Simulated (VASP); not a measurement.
Wanted: the native input for a VASP 6.6.1 run.

```
Task                   : single point
Functional             : PBEsol
Potentials or basis    : VASP PAW PBE potentials, release 64 (In_d, Sb)
Cutoff                 : 520 eV
k mesh                 : 12 × 12 × 12
Occupations            : gaussian, width 0.1 eV
Spin                   : no spin polarisation
Dipole correction      : no
Further INCAR settings : ALGO = Normal; EDIFF = 1e-07; NBANDS = 16
```

The structure of InSb (sol) lies in POSCAR:

```
InSb
1.0
    0.0000000000      3.2598197993      3.2598197993
    3.2598197993      0.0000000000      3.2598197993
    3.2598197993      3.2598197993      0.0000000000
In Sb
1 1
Direct
    0.0000000000      0.0000000000      0.0000000000
    0.7500000000      0.7500000000      0.7500000000
```

One way to write it, as run:

INCAR

```
SYSTEM = InSb
  PREC = Accurate
  ENCUT = 520
  EDIFF = 1E-7
  ISMEAR = 0
  SIGMA = 0.1
  LREAL = .FALSE.
  LASPH = .TRUE.
  NELM = 60
  ALGO = Normal
  ISIF = 2
  LWAVE = .FALSE.
  LCHARG = .TRUE.
  GGA = PS
  LELF = .TRUE.
  LVHAR = .TRUE.
  NBANDS = 16
```

KPOINTS

```
regular mesh
0
G
  12 12 12
  0 0 0
```

Potentials or basis: VASP PAW PBE potentials, release 64 (In_d, Sb).

The run is started by

```bash
$ cat potpaw_PBE.64/In_d/POTCAR potpaw_PBE.64/Sb/POTCAR > POTCAR
$ mpirun -np 1 vasp_std > vasp.out
```

It gave:

The pressure is 0.0 GPa and the band gap on the k mesh is zero (filled and empty bands touch).

Caveat: the PAW data sets were made with another functional, which shifts forces and pressure a little; spin-orbit coupling is left out, which moves the levels of the heavy elements.

Wall time 46 s on 1 thread of AMD EPYC 9R45 96-Core Processor (Zen 5) (shared host), peak memory 0.22 GiB.
